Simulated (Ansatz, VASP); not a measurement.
# Rb in VASP and in Ansatz

```
Rb
1.0
     5.06647    0.00000    0.00000
    -2.53324    4.38769    0.00000
     0.00000    0.00000    8.20769
Rb
2
Direct
  0.33333 0.66667 0.25000
  0.66667 0.33333 0.75000
```

Alike in both runs: functional PBE; k mesh 10 × 10 × 5; occupations fermi-dirac, width 0.05 eV; no spin polarisation.

Ansatz relaxed the structure, and its values are those at the end. VASP's run is a single point on that final structure, the one shown.

|  | VASP | Ansatz |
| --- | --- | --- |
| version | VASP 6.6.1 | Ansatz 0.2.0 |
| potentials or method | VASP PAW PBE potentials, release 64 (Rb_sv) | PAW with Ansatz's default frozen-core files, scalar-relativistic |
| plane-wave cutoff (eV) | 520 | 420 |
| valence electrons in the cell | 18 | 18 |

|  | VASP | Ansatz | Ansatz less VASP |
| --- | --- | --- | --- |
| pressure (GPa) | 0.0 | 0.0 | 0.00 |

The functional is the same, so the differences come from potentials, cutoffs and numerics.
